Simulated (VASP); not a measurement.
# B (P4mm) in VASP: notebook

B is run at these levels: PBE; tasks: single point, relaxation of cell and atoms.

Program: VASP 6.6.1. These are calculated values, not measurements. Logs are shortened: lines on timing, memory, paths and dates and some standing lists are left out, and cuts for length are marked.

### Step 1. The cell of the first run

It takes space group P4mm (No. 99, tetragonal). The conventional cell has a = 2.466 Å, b = 2.466 Å, c = 2.168 Å, α = 90.00°, β = 90.00°, γ = 90.00°. B (site symmetry 2mm) has 6 B at 1.31 to 1.74 Å within 1.8 Å. Within 1.8 Å of B (site symmetry 4mm) lie 4 B at 1.31 Å.

The cell was built from a structure type or drawn by symmetry, and may not be a known phase.

### Step 2. Single point, PBE

Input file INCAR:

```
SYSTEM = B
  PREC = Accurate
  ENCUT = 500
  EDIFF = 1E-6
  ISMEAR = 0
  SIGMA = 0.1
  LREAL = .FALSE.
  LASPH = .TRUE.
  NELM = 120
  ALGO = Normal
  ISIF = 2
  LWAVE = .FALSE.
  LCHARG = .FALSE.
  GGA = PE
  NBANDS = 12
  GGA_COMPAT = .FALSE.
```

Input file KPOINTS:

```
regular mesh
0
G
  8 8 8
  0 0 0
```

Input file POSCAR:

```
B
1.0
    2.4662637900      0.0000000000      0.0000000000
    0.0000000000      2.4662637900      0.0000000000
    0.0000000000      0.0000000000      2.1677235900
B
3
Direct
    0.5000000000      0.0000000000      0.9456100600
    0.0000000000      0.5000000000      0.9456100600
    0.0000000000      0.0000000000      0.7428543600
```

Potentials or basis: VASP PAW PBE potentials, release 64 (B).

Run with:

```
$ cat potpaw_PBE.64/B/POTCAR > POTCAR
$ mpirun -np 1 vasp_std > vasp.out
```

OUTCAR:

```text
SYSTEM = B
   PREC = Accurate
   ENCUT = 500
   EDIFF = 1E-6
   ISMEAR = 0
   LREAL = .FALSE.
   LASPH = .TRUE.
   NELM = 120
   ISIF = 2
   GGA = PE

 ion  position               nearest neighbor table
   1  0.500  0.000  0.946-   3 1.31   3 1.31   2 1.74   2 1.74   2 1.74   2 1.74   3 2.12   3 2.12

   2  0.000  0.500  0.946-   3 1.31   3 1.31   1 1.74   1 1.74   1 1.74   1 1.74   3 2.12   3 2.12

   3  0.000  0.000  0.743-   1 1.31   2 1.31   2 1.31   1 1.31   1 2.12   2 2.12   2 2.12   1 2.12

  LATTYP: Found a simple tetragonal cell.
 ALAT       =     2.4662637900
 C/A-ratio  =     0.8789504184

  Lattice vectors:

 A1 = (   2.4662637900,   0.0000000000,   0.0000000000)
 A2 = (   0.0000000000,   2.4662637900,   0.0000000000)
 A3 = (   0.0000000000,   0.0000000000,   2.1677235900)

Analysis of symmetry for initial positions (statically):
=====================================================================
 Subroutine PRICEL returns:
 Original cell was already a primitive cell.

 Routine SETGRP: Setting up the symmetry group for a
 simple tetragonal supercell.

 Subroutine GETGRP returns: Found  8 space group operations
 (whereof  8 operations were pure point group operations)
 out of a pool of 16 trial point group operations.

The static configuration has the point symmetry C_4v.

Analysis of symmetry for dynamics (positions and initial velocities):
=====================================================================
 Subroutine PRICEL returns:
 Original cell was already a primitive cell.

 Routine SETGRP: Setting up the symmetry group for a
 simple tetragonal supercell.

 Subroutine GETGRP returns: Found  8 space group operations
 (whereof  8 operations were pure point group operations)
 out of a pool of 16 trial point group operations.

The dynamic configuration has the point symmetry C_4v.

 Subroutine INISYM returns: Found  8 space group operations
 (whereof  8 operations are pure point group operations),
 and found     1 'primitive' translations

----------------------------------------------------------------------------------------

                                     Primitive cell

  volume of cell :      13.1851

  direct lattice vectors                    reciprocal lattice vectors
     2.466263790  0.000000000  0.000000000     0.405471630  0.000000000  0.000000000
[... 97 lines left out ...]
   TEBEG  =    0.0;   TEEND  =   0.0 temperature during run
   PSTRESS=    0.0 pullay stress
   NELECT =       9.0000    total number of electrons
   NUPDOWN=      -1.0000    fix difference up-down
   EMIN   =  10.00;   EMAX   =-10.00  energy-range for DOS
   EFERMI =   0.00;   METHOD = LEGACY
   ISMEAR =     0;   SIGMA  =   0.10  broadening in eV -4-tet -1-fermi 0-gaus
   EFERMI_NEDOS =   21; number of points for ismear=-14 and -15
   IALGO  =     38    algorithm
   IMIX   =      4    mixing-type and parameters
     AMIX     =   0.40;   BMIX     =  1.00
     AMIX_MAG =   1.60;   BMIX_MAG =  1.00
  volume/ion in A,a.u.               =       4.40        29.66
  Fermi-wavevector in a.u.,A,eV,Ry     =   1.441434  2.723915 28.269249  2.077731
  Thomas-Fermi vector in A             =   2.560066
   LORBIT       =      0    0 simple, 1 ext, 2 COOP (PROOUT), +10 PAW based schemes
   GGA     = PE    functional components
   LHFCALC =     F    Hartree Fock is set to
   AEXX    =    0.0000 exact exchange contribution
   IVDW    =     0    specifies the selected vdW correction
   LEPSILON=     F    determine dielectric tensor
   LRPA    =     F    only Hartree local field effects (RPA)
 non-spin polarized calculation
 Gauss-broadening in eV      SIGMA  =   0.10
  energy-cutoff  :      500.00
  volume of cell :       13.19
 maximum number of plane-waves:       352
 NGX is ok and might be reduce to    18
   NGX =  9   NGY =  9   NGZ =  7

 number of electron       9.0000000 magnetization

 Free energy of the ion-electron system (eV)
  ---------------------------------------------------
  ext. energy  EPLUGINS =         0.00000000
  ---------------------------------------------------
  free energy    TOTEN  =        -9.60453493 eV

  energy without entropy =       -9.60333447  energy(sigma->0) =       -9.60393470

 E-fermi :  12.5288     XC(G=0): -13.8695

 val. band max:       12.3449727099   @ k =   0.5000   0.0000   0.1250
 cond. band min:      12.5392974508   @ k =   0.2500   0.2500   0.3750
 fundamental gap:      0.1943247409
 Fermi energy:        12.5288109397

 k-point     1 :       0.0000    0.0000    0.0000
  band No.  band energies     occupation
      1      -8.6125      2.00000
      2       3.3549      2.00000
      3       3.3549      2.00000
      4      13.6122      0.00000
      5      17.3642      0.00000
      6      17.3736      0.00000
      7      18.3822      0.00000
      8      24.1675      0.00000
      9      24.1675      0.00000
     10      27.0163      0.00000
     11      35.2773      0.00000
     12      38.4335      0.00000
[... 331 lines left out ...]
 k-point    24 :       0.5000    0.1250    0.1250
  band No.  band energies     occupation
      1      -4.4283      2.00000
      2      -3.2949      2.00000
      3       5.4615      2.00000
      4      11.3493      2.00000
      5      13.1117      0.00000
      6      16.1264      0.00000
      7      22.1796      0.00000
      8      23.4569      0.00000
      9      23.6900      0.00000
     10      31.3368      0.00000
     11      34.7415      0.00000
     12      37.5688      0.00000

 [... further k-points ...]

------------------------ aborting loop because EDIFF is reached ----------------------------------------

  FORCE on cell =-STRESS in cart. coord.  units (eV):
  Direction    XX          YY          ZZ          XY          YZ          ZX
  --------------------------------------------------------------------------------------
  -------------------------------------------------------------------------------------
  Total       33.1379580     33.1379580     16.3696078      0.0000000      0.0000000      0.0000000
  in kB     4026.7379612   4026.7379612   1989.1425148      0.0000000      0.0000000      0.0000000
  external PRESSURE =    3347.5394790 kB  Pullay stress =       0.0000000 kB

 VOLUME and BASIS-vectors are now :
 -----------------------------------------------------------------------------
  energy-cutoff  :      500.00
  volume of cell :       13.19
      direct lattice vectors                 reciprocal lattice vectors
     2.466263790  0.000000000  0.000000000     0.405471630  0.000000000  0.000000000
     0.000000000  2.466263790  0.000000000     0.000000000  0.405471630  0.000000000
     0.000000000  0.000000000  2.167723590     0.000000000  0.000000000  0.461313428

 POSITION                                       TOTAL-FORCE (eV/Angst)
 -----------------------------------------------------------------------------------
      1.23313      0.00000      2.04982         0.000000      0.000000      6.741064
      0.00000      1.23313      2.04982         0.000000      0.000000      6.741064
      0.00000      0.00000      1.61030        -0.000000      0.000000    -13.482129
 -----------------------------------------------------------------------------------
    total drift:                               -0.000000     -0.000000     -0.000159

  FREE ENERGIE OF THE ION-ELECTRON SYSTEM (eV)
  ---------------------------------------------------
  free  energy   TOTEN  =        -9.6045349270 eV

  energy  without entropy=       -9.6033344690  energy(sigma->0) =       -9.60393470
```

Run time: 13 s. Hardware: 1 thread of Intel Xeon 8259CL, shared host; peak memory 0.12 GiB.

What came out:

* Free energy: -9.6045 eV
* Pressure: 334.8 GPa
* Largest force: 13.482 eV/Å
* Band gap on the k mesh: zero (an odd number of electrons rules out a gap without spin polarisation)

Forces in eV/Å, atoms in the order of the input:
```
B     0.000   0.000   6.741
B     0.000   0.000   6.741
B     0.000   0.000 -13.482
```

Caveat: the k points lie up to 0.36 Å⁻¹ apart, too coarse for converged energies and pressures of a metal; forces of over 1 eV/Å act on the atoms, so gaps and moduli don't describe the material at rest.

### Step 3. Relaxation of cell and atoms, PBE

Input file INCAR:

```
PREC = Accurate ; ENCUT = 500
EDIFF = 1E-7 ; ISMEAR = 0
SIGMA = 0.1 ; LREAL = F
LASPH = T ; NELM = 120
ALGO = Normal ; ISIF = 3
LWAVE = F ; LCHARG = F
GGA = PE ; IBRION = 2
NSW = 90 ; EDIFFG = -0.04
GGA_COMPAT = F ; NELMIN = 4
```

Input file KPOINTS:

```
Automatic mesh
0
Gamma
  8 8 8
```

POSCAR is that of step 2.

Potentials or basis: VASP PAW PBE potentials, release 64 (B).

Run with:

```
$ cat potpaw_PBE.64/B/POTCAR > POTCAR
$ mpirun -np 1 vasp_std > vasp.out
```

OUTCAR:

```text
PREC = Accurate
   ENCUT = 500
   EDIFF = 1E-7
   ISMEAR = 0
   LREAL = F
   LASPH = T
   NELM = 120
   ISIF = 3
   GGA = PE
   IBRION = 2
   NSW = 90
   EDIFFG = -0.04
   NELMIN = 4

 ion  position               nearest neighbor table
   1  0.500  0.000  0.946-   3 1.31   3 1.31   2 1.74   2 1.74   2 1.74   2 1.74   3 2.12   3 2.12

   2  0.000  0.500  0.946-   3 1.31   3 1.31   1 1.74   1 1.74   1 1.74   1 1.74   3 2.12   3 2.12

   3  0.000  0.000  0.743-   1 1.31   2 1.31   2 1.31   1 1.31   1 2.12   2 2.12   2 2.12   1 2.12

  LATTYP: Found a simple tetragonal cell.
 ALAT       =     2.4662637900
 C/A-ratio  =     0.8789504184

  Lattice vectors:

 A1 = (   2.4662637900,   0.0000000000,   0.0000000000)
 A2 = (   0.0000000000,   2.4662637900,   0.0000000000)
 A3 = (   0.0000000000,   0.0000000000,   2.1677235900)

Analysis of symmetry for initial positions (statically):
=====================================================================
 Subroutine PRICEL returns:
 Original cell was already a primitive cell.

 Routine SETGRP: Setting up the symmetry group for a
 simple tetragonal supercell.

 Subroutine GETGRP returns: Found  8 space group operations
 (whereof  8 operations were pure point group operations)
 out of a pool of 16 trial point group operations.

The static configuration has the point symmetry C_4v.

Analysis of symmetry for dynamics (positions and initial velocities):
=====================================================================
 Subroutine PRICEL returns:
 Original cell was already a primitive cell.

 Routine SETGRP: Setting up the symmetry group for a
 simple tetragonal supercell.

 Subroutine GETGRP returns: Found  8 space group operations
 (whereof  8 operations were pure point group operations)
 out of a pool of 16 trial point group operations.

The dynamic configuration has the point symmetry C_4v.

 Subroutine INISYM returns: Found  8 space group operations
 (whereof  8 operations are pure point group operations),
 and found     1 'primitive' translations
[... 101 lines left out ...]
   IBRION =      2    ionic relax: 0-MD 1-quasi-New 2-CG
   NFREE  =      1    steps in history (QN), initial steepest desc. (CG)
   ISIF   =      3    stress and relaxation
   ISYM   =      2    0-nonsym 1-usesym 2-fastsym
   POTIM  = 0.5000    time-step for ionic-motion
   TEBEG  =    0.0;   TEEND  =   0.0 temperature during run
   PSTRESS=    0.0 pullay stress
   NELECT =       9.0000    total number of electrons
   NUPDOWN=      -1.0000    fix difference up-down
   EMIN   =  10.00;   EMAX   =-10.00  energy-range for DOS
   EFERMI =   0.00;   METHOD = LEGACY
   ISMEAR =     0;   SIGMA  =   0.10  broadening in eV -4-tet -1-fermi 0-gaus
   EFERMI_NEDOS =   21; number of points for ismear=-14 and -15
   IALGO  =     38    algorithm
   IMIX   =      4    mixing-type and parameters
     AMIX     =   0.40;   BMIX     =  1.00
     AMIX_MAG =   1.60;   BMIX_MAG =  1.00
  volume/ion in A,a.u.               =       4.40        29.66
  Fermi-wavevector in a.u.,A,eV,Ry     =   1.441434  2.723915 28.269249  2.077731
  Thomas-Fermi vector in A             =   2.560066
   LORBIT       =      0    0 simple, 1 ext, 2 COOP (PROOUT), +10 PAW based schemes
   GGA     = PE    functional components
   LHFCALC =     F    Hartree Fock is set to
   AEXX    =    0.0000 exact exchange contribution
   IVDW    =     0    specifies the selected vdW correction
   LEPSILON=     F    determine dielectric tensor
   LRPA    =     F    only Hartree local field effects (RPA)
 conjugate gradient relaxation of ions
 non-spin polarized calculation
 Gauss-broadening in eV      SIGMA  =   0.10
  energy-cutoff  :      500.00
  volume of cell :       13.19
 maximum number of plane-waves:       352
 NGX is ok and might be reduce to    18
   NGX =  9   NGY =  9   NGZ =  7

--------------------------------------- Ionic step        1  -------------------------------------------

 number of electron       9.0000000 magnetization

 Free energy of the ion-electron system (eV)
  ---------------------------------------------------
  ext. energy  EPLUGINS =         0.00000000
  ---------------------------------------------------
  free energy    TOTEN  =        -9.60453492 eV

  energy without entropy =       -9.60333440  energy(sigma->0) =       -9.60393466

 E-fermi :  12.5288     XC(G=0): -13.8695

 val. band max:       12.3449873663   @ k =   0.5000   0.0000   0.1250
 cond. band min:      12.5392885188   @ k =   0.2500   0.2500   0.3750
 fundamental gap:      0.1943011525
 Fermi energy:        12.5287998757
[... 641 lines left out ...]
  FREE ENERGIE OF THE ION-ELECTRON SYSTEM (eV)
  ---------------------------------------------------
  free  energy   TOTEN  =       -16.8753524939 eV

  energy  without entropy=      -16.8719503427  energy(sigma->0) =      -16.87365142

[... ionic steps 4 to 15 ...]

--------------------------------------- Ionic step       16  -------------------------------------------

 number of electron       8.9999999 magnetization

------------------------ aborting loop because EDIFF is reached ----------------------------------------
[... 69 lines left out ...]
--------------------------------------- Ionic step       18  -------------------------------------------

 number of electron       8.9999999 magnetization

 Free energy of the ion-electron system (eV)
  ---------------------------------------------------
  ext. energy  EPLUGINS =         0.00000000
  ---------------------------------------------------
  free energy    TOTEN  =       -17.76516042 eV

  energy without entropy =      -17.75808753  energy(sigma->0) =      -17.76162397

 E-fermi :   7.7526     XC(G=0): -12.3703

 val. band max:        7.7511213297   @ k =   0.5000   0.2500   0.5000
 cond. band min:       7.7660087831   @ k =   0.3750   0.1250   0.3750
 fundamental gap:      0.0148874534
 Fermi energy:         7.7526212307
[... 294 lines left out ...]
  FREE ENERGIE OF THE ION-ELECTRON SYSTEM (eV)
  ---------------------------------------------------
  free  energy   TOTEN  =       -17.7651604157 eV

  energy  without entropy=      -17.7580875321  energy(sigma->0) =      -17.76162397

 reached required accuracy - stopping structural energy minimisation
```

OSZICAR:

```text
N       E                     dE             d eps       ncg     rms          rms(c)
DAV:   1     0.142419833248E+02    0.14242E+02   -0.45088E+03  1224   0.965E+02
DAV:   2    -0.131766253949E+02   -0.27419E+02   -0.26726E+02  1736   0.163E+02
DAV:   3    -0.133257782231E+02   -0.14915E+00   -0.14909E+00  1408   0.139E+01
[... 158 lines left out ...]
DAV:   2    -0.177653312686E+02    0.66562E-03   -0.32470E-03  1616   0.525E-01    0.648E-02
DAV:   3    -0.177651585028E+02    0.17277E-03   -0.80487E-04  1728   0.201E-01    0.101E-02
DAV:   4    -0.177651603017E+02   -0.17988E-05   -0.27099E-05  1296   0.525E-02    0.525E-03
DAV:   5    -0.177651604052E+02   -0.10360E-06   -0.31017E-07  1688   0.513E-03    0.758E-04
DAV:   6    -0.177651604157E+02   -0.10413E-07   -0.15386E-08   712   0.104E-03
  18 F= -.17765160E+02 E0= -.17761624E+02  d E =-.115507E-02
```

Wall time 1.8 min (1 thread of Intel Xeon 8259CL, shared host); peak memory 0.11 GiB.

What came out:

```yaml
Free_energy: -17.7652 eV
Relaxed_volume: 6.52 Å³/atom
Relaxed_cell: a = 2.696 Å, b = 2.696 Å, c = 2.689 Å, α = 90.00°, β = 90.00°, γ = 90.00°
Space_group_after_relaxing_to_0.1_Å: Pm-3m (No. 221)
Energy_gained_by_relaxing: 2720.2 meV/atom
Ionic_steps: 18
Pressure_after_relaxing: -0.4 GPa
Largest_force_after_relaxing: 0.028 eV/Å
Band_gap_on_the_k_mesh: zero (an odd number of electrons rules out a gap without spin polarisation)
```

Forces in eV/Å, atoms in the order of the input:
```
B    0.000  0.000  0.014
B    0.000  0.000  0.014
B    0.000  0.000 -0.028
```

Stress tensor (GPa, compression positive):
```
-0.66  0.00  0.00
 0.00 -0.66  0.00
 0.00  0.00  0.14
```

Step by step:
```tsv
step	energy change (eV)	largest force (eV/Å)	pressure (GPa)	volume (Å³)
1	0.0000	13.4821	334.75	13.19
2	-3.0333	2.1571	-41.53	39.14
3	-7.2708	0.4251	-20.83	22.00
4	-7.4294	0.3891	-11.89	21.02
5	-7.5236	0.3072	13.30	19.19
6	-7.5343	0.0332	6.08	19.63
7	-7.5335	0.1178	8.38	19.48
8	-7.8909	0.2801	-2.80	20.39
9	-7.9756	0.1447	-16.67	21.75
10	-8.0288	0.1576	-11.63	21.23
11	-8.0779	0.8210	2.48	19.89
12	-8.0818	0.6976	-0.87	20.17
13	-8.1169	0.5903	1.09	19.78
14	-8.1383	0.3677	4.78	19.31
15	-8.1400	0.2961	6.62	19.13
16	-8.1594	0.0635	-1.66	19.65
17	-8.1595	0.0741	-1.31	19.63
18	-8.1606	0.0276	-0.40	19.55
```

Final structure:
```
CELL_PARAMETERS angstrom
2.69643 0.00000 0.00000
0.00000 2.69643 0.00000
0.00000 0.00000 2.68869
ATOMIC_POSITIONS crystal
B 0.50000 0.00000 0.04375
B 0.00000 0.50000 0.04375
B 0.00000 0.00000 0.54658
```

Caveat: the k points lie up to 0.29 Å⁻¹ apart in the final cell, too coarse for converged energies and pressures of a metal; the volume moved by over 15 % at a fixed basis, so the end points are rough.
